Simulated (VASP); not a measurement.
Input of a VASP 6.6.1 run:

INCAR

```
PREC     = Accurate       # precision mode
ENCUT    = 600            # plane-wave cutoff, eV
EDIFF    = 1E-7           # SCF threshold, eV
ISMEAR   = -1             # smearing method
SIGMA    = 0.15           # smearing width, eV
LREAL    = F              # projectors in reciprocal space
LASPH    = T              # aspherical terms in the spheres
NELM     = 100            # most SCF steps
ALGO     = Normal         # electronic algorithm
ISIF     = 3              # what is computed and relaxed
LWAVE    = F              # write WAVECAR
LCHARG   = F              # write CHGCAR
GGA      = PS             # functional
IBRION   = 2              # ionic algorithm
NSW      = 80             # ionic steps
EDIFFG   = -0.001         # ionic threshold
```

Contents of KPOINTS:

```
regular mesh
0
Gamma
  20 20 20
```

File POSCAR:

```
Au
1.0
    0.0000000000      2.0419343851      2.0419343851
    2.0419343851      0.0000000000      2.0419343851
    2.0419343851      2.0419343851      0.0000000000
Au
1
Direct
    0.0000000000      0.0000000000      0.0000000000
```

Potentials or basis: VASP PAW PBE potentials, release 64 (Au).

The run is started by

```bash
$ cat potpaw_PBE.64/Au/POTCAR > POTCAR
$ mpirun -np 1 vasp_std > vasp.out
```

Q: Predict the relaxed volume.

A: 17.00 Å³/atom.

Q: Predict the band gap on the k mesh.

A: Zero (an odd number of electrons rules out a gap without spin polarisation).

Q: Predict the space group after relaxing (to 0.1 Å).

A: Fm-3m (No. 225).

Final structure:
```yaml
crystal:
  lattice:
    - [0.00000, 2.04088, 2.04088]
    - [2.04088, 0.00000, 2.04088]
    - [2.04088, 2.04088, 0.00000]
  atoms:
    - { symbol: Au, position: [0.00000, 0.00000, 0.00000] }
```

Caveat: the PAW data sets were made with another functional, which shifts forces and pressure a little; spin-orbit coupling is left out, which moves the levels of the heavy elements.
